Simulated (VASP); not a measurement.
Runs of VASP 6.6.1 on Y. The structure is that of space group Fd-3m (No. 227), or close to it. The cells are those of the table. This isn't the form of Y at room conditions, which is hcp.

```tsv
task	cell	k mesh	cutoff (eV)	gap on the mesh (eV)	pressure (GPa)
single point	a = 4.694 Å, angles 60.0°, 2 atoms	9 × 9 × 9	520	none	1.2
single point	a = 4.625 Å, angles 60.0°, 2 atoms	9 × 9 × 9	520	none	1.7
single point	a = 4.826 Å, angles 60.0°, 2 atoms	13 × 13 × 13	520	none	0.1
single point	a = 4.826 Å, angles 60.0°, 2 atoms	9 × 9 × 9	520	none	0.1
relaxation of cell and atoms	relaxed from a = 5.014 Å, angles 60.0°, 2 atoms	8 × 8 × 8	600	none	0.0
single point	a = 4.951 Å, angles 60.0°, 2 atoms	9 × 9 × 9	520	none	-0.8
single point	a = 4.761 Å, angles 60.0°, 2 atoms	9 × 9 × 9	520	none	(b)
single point	a = 5.012 Å, angles 60.0°, 2 atoms	9 × 9 × 9	520	none	-1.0
single point	a = 4.889 Å, angles 60.0°, 2 atoms	9 × 9 × 9	520	none	(a)
single point	a = 4.826 Å, angles 60.0°, 2 atoms	8 × 8 × 8	520	none	0.0
```

Alike in all rows: level PBEsol; potentials or basis VASP PAW PBE potentials, release 64 (Y_sv); no spin polarisation; smearing fermi-dirac 0.1 eV.

Estimate the missing entries.

(a) -0.4; (b) 0.6.

Caveats: the PAW data sets were made with another functional, which shifts forces and pressure a little.

A k mesh can miss the band edges, and the runs leave out spin-orbit coupling on Y.

A gap of «none» marks levels without a gap at the run's occupations.
